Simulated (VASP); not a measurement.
A run of VASP 6.6.1 is set up as follows.

The input INCAR:

```
SYSTEM = Zr2Cl
ALGO = Normal
EDIFF = 1E-6
ENCUT = 520
GGA = PE
ISIF = 2
ISMEAR = 0
LASPH = .TRUE.
LCHARG = .FALSE.
LREAL = .FALSE.
LWAVE = .FALSE.
NBANDS = 40
NELM = 100
PREC = Accurate
SIGMA = 0.1
```

KPOINTS

```
k-points
0
G
  4 4 4
  0 0 0
```

POSCAR

```
Zr2Cl
1.0
    0.0000000000      4.1662979900      4.1662979900
    4.1662979900      0.0000000000      4.1662979900
    4.1662979900      4.1662979900      0.0000000000
Zr Cl
4 2
Direct
    0.1250000000      0.1250000000      0.1250000000
    0.1250000000      0.1250000000      0.6250000000
    0.1250000000      0.6250000000      0.1250000000
    0.6250000000      0.1250000000      0.1250000000
    0.0000000000      0.0000000000      0.0000000000
    0.2500000000      0.2500000000      0.2500000000
```

Potentials or basis: VASP PAW PBE potentials, release 64 (Zr_sv, Cl).

Command:

```bash
$ cat potpaw_PBE.64/Zr_sv/POTCAR potpaw_PBE.64/Cl/POTCAR > POTCAR
$ mpirun -np 1 vasp_std > vasp.out
```

(1) Estimate the band gap on the k mesh.

(2) Estimate the pressure.

Results:

(1) zero (bands 31 and 32 overlap by 0.56 eV).

(2) 119.2 GPa.

Caveat: the cell stands under pressure.
